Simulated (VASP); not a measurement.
A run of VASP 6.6.1 is set up as follows.

File INCAR:

```
SYSTEM = Ni
ALGO = Normal ; EDIFF = 1E-6
ENCUT = 520 ; GGA = PE
ISIF = 2 ; ISMEAR = -1
ISPIN = 2 ; LASPH = .TRUE.
LCHARG = .FALSE. ; LMAXMIX = 4
LORBIT = 11 ; LREAL = .FALSE.
LWAVE = .FALSE. ; MAGMOM = 2
NBANDS = 15 ; NELM = 150
PREC = Accurate ; SIGMA = 0.05
```

The input KPOINTS:

```
k-points
0
G
  14 14 14
  0 0 0
```

The input POSCAR:

```
Ni
1.0
    0.0000000000      1.7721000000      1.7721000000
    1.7721000000      0.0000000000      1.7721000000
    1.7721000000      1.7721000000      0.0000000000
Ni
1
Direct
    0.0000000000      0.0000000000      0.0000000000
```

Potentials or basis: VASP PAW PBE potentials, release 64 (Ni).

The run is started by

```bash
$ cat potpaw_PBE.64/Ni/POTCAR > POTCAR
$ mpirun -np 1 vasp_std > vasp.out
```

Task: Estimate the site moments.

Result: Ni +0.62 μB.

Task: What does it give for the net moment?

Result: 0.61 μB per cell.
